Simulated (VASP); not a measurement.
# Ni (Im-3m) in VASP: relaxation of volume and atoms at fixed shape with PBEsol

Aim: the relaxation of volume and atoms at fixed shape of Ni with PBEsol.

Program: VASP 6.6.1. These are calculated values, not measurements. Logs are shortened: lines on timing, memory, paths and dates and some standing lists are left out, and cuts for length are marked.

## (1) The cell of the first run

Symmetry: Im-3m, No. 229, cubic system. Conventional cell: a = 2.767 Å, b = 2.767 Å, c = 2.767 Å, α = 90.00°, β = 90.00°, γ = 90.00°. Within 3.2 Å of Ni (site symmetry m-3m) lie 14 Ni at 2.40 to 2.77 Å.

This isn't the form of Ni at room conditions, which is fcc.

## (2) Relaxation of volume and atoms at fixed shape, PBEsol, collinear spin, ferromagnetic start

File INCAR:

```
SYSTEM = Ni
ALGO = Normal
EDIFF = 1E-6
EDIFFG = -0.01
ENCUT = 600
GGA = PS
IBRION = 2
ISIF = 8
ISMEAR = 1
ISPIN = 2
LASPH = .TRUE.
LCHARG = .FALSE.
LMAXMIX = 4
LORBIT = 11
LREAL = .FALSE.
LWAVE = .FALSE.
MAGMOM = 1.5
NELM = 150
NSW = 80
PREC = Accurate
SIGMA = 0.1
```

File KPOINTS:

```
k-points
0
G
  22 22 22
  0 0 0
```

File POSCAR:

```
Ni
1.0
   -1.3837150000      1.3837150000      1.3837150000
    1.3837150000     -1.3837150000      1.3837150000
    1.3837150000      1.3837150000     -1.3837150000
Ni
1
Direct
    0.0000000000      0.0000000000      0.0000000000
```

Potentials or basis: VASP PAW PBE potentials, release 64 (Ni).

Command:

```
$ cat potpaw_PBE.64/Ni/POTCAR > POTCAR
$ mpirun -np 1 vasp_std > vasp.out
```

OUTCAR:

```text
SYSTEM = Ni
   EDIFF = 1E-6
   EDIFFG = -0.01
   ENCUT = 600
   GGA = PS
   IBRION = 2
   ISIF = 8
   ISMEAR = 1
   ISPIN = 2
   LASPH = .TRUE.
   LORBIT = 11
   LREAL = .FALSE.
   NELM = 150
   NSW = 80
   PREC = Accurate

 ion  position               nearest neighbor table
   1  0.000  0.000  0.000-

  LATTYP: Found a body centered cubic cell.
 ALAT       =     2.7674300000

  Lattice vectors:

 A1 = (  -1.3837150000,   1.3837150000,   1.3837150000)
 A2 = (   1.3837150000,  -1.3837150000,   1.3837150000)
 A3 = (   1.3837150000,   1.3837150000,  -1.3837150000)

Analysis of symmetry for initial positions (statically):
=====================================================================
 Subroutine PRICEL returns:
 Original cell was already a primitive cell.

 Routine SETGRP: Setting up the symmetry group for a
 body centered cubic supercell.

 Subroutine GETGRP returns: Found 48 space group operations
 (whereof 48 operations were pure point group operations)
 out of a pool of 48 trial point group operations.

The static configuration has the point symmetry O_h .

Analysis of symmetry for dynamics (positions and initial velocities):
=====================================================================
 Subroutine PRICEL returns:
 Original cell was already a primitive cell.

 Routine SETGRP: Setting up the symmetry group for a
 body centered cubic supercell.

 Subroutine GETGRP returns: Found 48 space group operations
 (whereof 48 operations were pure point group operations)
 out of a pool of 48 trial point group operations.

The dynamic configuration has the point symmetry O_h .

Analysis of structural, dynamic, and magnetic symmetry:
=====================================================================
 Subroutine PRICEL returns:
 Original cell was already a primitive cell.

 Routine SETGRP: Setting up the symmetry group for a
 body centered cubic supercell.

 Subroutine GETGRP returns: Found 48 space group operations
 (whereof 48 operations were pure point group operations)
 out of a pool of 48 trial point group operations.

The overall configuration has the point symmetry O_h .

 Subroutine INISYM returns: Found 48 space group operations
 (whereof 48 operations are pure point group operations),
 and found     1 'primitive' translations

----------------------------------------------------------------------------------------

                                     Primitive cell

  volume of cell :      10.5974

  direct lattice vectors                    reciprocal lattice vectors
    -1.383715000  1.383715000  1.383715000     0.000000000  0.361346086  0.361346086
     1.383715000 -1.383715000  1.383715000     0.361346086  0.000000000  0.361346086
     1.383715000  1.383715000 -1.383715000     0.361346086  0.361346086  0.000000000

  length of vectors
     2.396664683  2.396664683  2.396664683     0.511020536  0.511020536  0.511020536

  position of ions in fractional coordinates (direct lattice)
     0.000000000  0.000000000  0.000000000

  ion indices of the primitive-cell ions
   primitive index   ion index
                 1           1

----------------------------------------------------------------------------------------

 KPOINTS: k-points

Automatic generation of k-mesh.
 Grid dimensions read from file:
 generate k-points for:   22   22   22

 Generating k-lattice:

  Cartesian coordinates                     Fractional coordinates (reciprocal lattice)
     0.000000000  0.016424822  0.016424822     0.045454545  0.000000000  0.000000000
     0.016424822  0.000000000  0.016424822     0.000000000  0.045454545  0.000000000
     0.016424822  0.016424822  0.000000000     0.000000000  0.000000000  0.045454545

  Length of vectors
     0.023228206  0.023228206  0.023228206

  Shift w.r.t. Gamma in fractional coordinates (k-lattice)
     0.000000000  0.000000000  0.000000000

 Subroutine IBZKPT returns following result:
 ===========================================

 Found    328 irreducible k-points:

 Following reciprocal coordinates:
            Coordinates               Weight
  0.000000  0.000000  0.000000      1.000000
  0.045455  0.000000  0.000000     12.000000
  0.090909  0.000000  0.000000     12.000000
  0.136364  0.000000  0.000000     12.000000
  0.181818  0.000000  0.000000     12.000000
  0.227273  0.000000  0.000000     12.000000
[... 16 lines left out ...]
  0.090909  0.090909  0.000000     24.000000
  0.136364  0.090909  0.000000     48.000000
 [... further k-points ...]
   k-points           NKPTS =    328   k-points in BZ     NKDIM =    328   number of bands    NBANDS=     10
   number of dos      NEDOS =    301   number of ions     NIONS =      1
   total plane-waves  NPLWV =   8000
   dimension x,y,z NGX =    20 NGY =   20 NGZ =   20
   dimension x,y,z NGXF=    40 NGYF=   40 NGZF=   40
   ions per type =               1
   NGX,Y,Z   is equivalent  to a cutoff of  13.87, 13.87, 13.87 a.u.
   NGXF,Y,Z  is equivalent  to a cutoff of  27.75, 27.75, 27.75 a.u.
 SYSTEM =  Ni
   PREC   = accura    normal or accurate (medium, high low for compatibility)
   ISTART =      0    job   : 0-new  1-cont  2-samecut
   ICHARG =      2    charge: 1-file 2-atom 10-const
   ISPIN  =      2    spin polarized calculation?
   LNONCOLLINEAR =      F non collinear calculations
   LSORBIT =      F    spin-orbit coupling
   LASPH  =      T    aspherical Exc in radial PAW
   ENCUT  =  600.0 eV  44.10 Ry    6.64 a.u.   4.79  4.79  4.79*2*pi/ulx,y,z
   NELM   =    150;   NELMIN=  2; NELMDL= -5     # of ELM steps
   EDIFF  = 0.1E-05   stopping-criterion for ELM
   LREAL  =      F    real-space projection
   EDIFFG = -.1E-01   stopping-criterion for IOM
   NSW    =     80    number of steps for IOM
   IBRION =      2    ionic relax: 0-MD 1-quasi-New 2-CG
   NFREE  =      1    steps in history (QN), initial steepest desc. (CG)
   ISIF   =      8    stress and relaxation
   ISYM   =      2    0-nonsym 1-usesym 2-fastsym
   POTIM  = 0.5000    time-step for ionic-motion
   TEBEG  =    0.0;   TEEND  =   0.0 temperature during run
   PSTRESS=    0.0 pullay stress
   NELECT =      10.0000    total number of electrons
   NUPDOWN=      -1.0000    fix difference up-down
   EMIN   =  10.00;   EMAX   =-10.00  energy-range for DOS
   EFERMI =   0.00;   METHOD = LEGACY
   ISMEAR =     1;   SIGMA  =   0.10  broadening in eV -4-tet -1-fermi 0-gaus
   EFERMI_NEDOS =   21; number of points for ismear=-14 and -15
   IALGO  =     38    algorithm
   IMIX   =      4    mixing-type and parameters
     AMIX     =   0.40;   BMIX     =  1.00
     AMIX_MAG =   1.60;   BMIX_MAG =  1.00
  volume/ion in A,a.u.               =      10.60        71.51
  Fermi-wavevector in a.u.,A,eV,Ry     =   1.605739  3.034406 35.081214  2.578397
  Thomas-Fermi vector in A             =   2.702037
   LORBIT       =     11    0 simple, 1 ext, 2 COOP (PROOUT), +10 PAW based schemes
   GGA     = PS    functional components
   LHFCALC =     F    Hartree Fock is set to
   AEXX    =    0.0000 exact exchange contribution
   IVDW    =     0    specifies the selected vdW correction
   LEPSILON=     F    determine dielectric tensor
   LRPA    =     F    only Hartree local field effects (RPA)
 conjugate gradient relaxation of ions
 spin polarized calculation
 Methfessel and Paxton  Order N= 1 SIGMA  =   0.10
  energy-cutoff  :      600.00
  volume of cell :       10.60
 maximum number of plane-waves:       370
   NGX =  9   NGY =  9   NGZ =  9

--------------------------------------- Ionic step        1  -------------------------------------------

 number of electron      10.0000001 magnetization       0.5279847

 Free energy of the ion-electron system (eV)
  ---------------------------------------------------
  ext. energy  EPLUGINS =         0.00000000
  ---------------------------------------------------
  free energy    TOTEN  =        -6.03340319 eV

  energy without entropy =       -6.03449141  energy(sigma->0) =       -6.03376593

------------------------ aborting loop because EDIFF is reached ----------------------------------------

  FORCE on cell =-STRESS in cart. coord.  units (eV):
  Direction    XX          YY          ZZ          XY          YZ          ZX
  --------------------------------------------------------------------------------------
  -------------------------------------------------------------------------------------
  Total       -0.1999246     -0.1999246     -0.1999246     -0.0000000     -0.0000000      0.0000000
  in kB      -30.2257307    -30.2257307    -30.2257307     -0.0000000     -0.0000000      0.0000000
  external PRESSURE =     -30.2257307 kB  Pullay stress =       0.0000000 kB
[... 55 lines left out ...]
  energy  without entropy=       -6.0341418128  energy(sigma->0) =       -6.03354240

--------------------------------------- Ionic step        3  -------------------------------------------

 number of electron      10.0000006 magnetization       0.5204929

 Free energy of the ion-electron system (eV)
  ---------------------------------------------------
  ext. energy  EPLUGINS =         0.00000000
  ---------------------------------------------------
  free energy    TOTEN  =        -6.03484332 eV

  energy without entropy =       -6.03584530  energy(sigma->0) =       -6.03517731

 E-fermi :   9.6180     XC(G=0): -13.6721

 val. band max:        9.6173104387   @ k =  -0.3636  -0.4091   0.0455
 cond. band min:       9.6182483554   @ k =  -0.1818   0.2273   0.1364
 fundamental gap:      0.0009379167
 Fermi energy:         9.6180496886

 spin component 1

 k-point     1 :       0.0000    0.0000    0.0000
  band No.  band energies     occupation
      1       0.4240      1.00000
      2       7.2650      1.00000
      3       7.2650      1.00000
      4       7.2650      1.00000
      5       8.7674      1.00000
      6       8.7674      1.00000
      7      36.4936      0.00000
      8      36.4936      0.00000
      9      36.4936      0.00000
     10      41.6631      0.00000
[... 287 lines left out ...]
 k-point    24 :       0.1364    0.0909    0.0000
  band No.  band energies     occupation
      1       2.0223      1.00000
      2       6.9746      1.00000
      3       7.0850      1.00000
      4       8.0457      1.00000
      5       8.4984      1.00000
      6       8.8364      1.00000
      7      29.4161      0.00000
      8      31.2212      0.00000
      9      34.9413      0.00000
     10      36.5809      0.00000

 [... further k-points ...]

 spin component 2

 k-point     1 :       0.0000    0.0000    0.0000
  band No.  band energies     occupation
      1       0.4311      1.00000
      2       7.8810      1.00000
      3       7.8810      1.00000
      4       7.8810      1.00000
      5       9.2319      1.00000
      6       9.2319      1.00000
      7      36.4310      0.00000
      8      36.4310      0.00000
      9      36.4310      0.00000
     10      41.6253      0.00000
[... 327 lines left out ...]
  FREE ENERGIE OF THE ION-ELECTRON SYSTEM (eV)
  ---------------------------------------------------
  free  energy   TOTEN  =        -6.0348433232 eV

  energy  without entropy=       -6.0358452973  energy(sigma->0) =       -6.03517731

 reached required accuracy - stopping structural energy minimisation

 total charge

# of ion       s       p       d       tot
------------------------------------------
    1        0.511   0.530   8.352   9.393

 magnetization (x)

# of ion       s       p       d       tot
------------------------------------------
    1       -0.004  -0.015   0.543   0.524
```

It took 2.8 min on 1 thread of Intel Xeon 8259CL, shared host; peak memory 0.2 GiB.

What came out:

* Free energy: -6.0348 eV
* Relaxed volume: 10.45 Å³/atom
* Relaxed cell: a = 2.385 Å, b = 2.385 Å, c = 2.385 Å, α = 109.47°, β = 109.47°, γ = 109.47°
* Space group after relaxing (to 0.1 Å): Im-3m (No. 229)
* Energy gained by relaxing: 1.4 meV/atom
* Ionic steps: 3
* Pressure after relaxing: 0.0 GPa
* Net moment: 0.52 μB per cell
* Site moments: Ni +0.52 μB
* Valence electrons inside the program's atomic spheres: Ni 9.39

The path:
```tsv
step	energy change (eV)	largest force (eV/Å)	pressure (GPa)	volume (Å³)
1	0.0000	0.0000	-3.02	10.60
2	0.0002	0.0000	3.39	10.29
3	-0.0014	0.0000	0.00	10.45
```

Final structure:
```xyz
1
Lattice="-1.3772 1.3772 1.3772 1.3772 -1.3772 1.3772 1.3772 1.3772 -1.3772" Properties=species:S:1:pos:R:3 pbc="T T T"
Ni    0.0000    0.0000    0.0000
```

Caveat: the PAW data sets were made with another functional, which shifts forces and pressure a little.
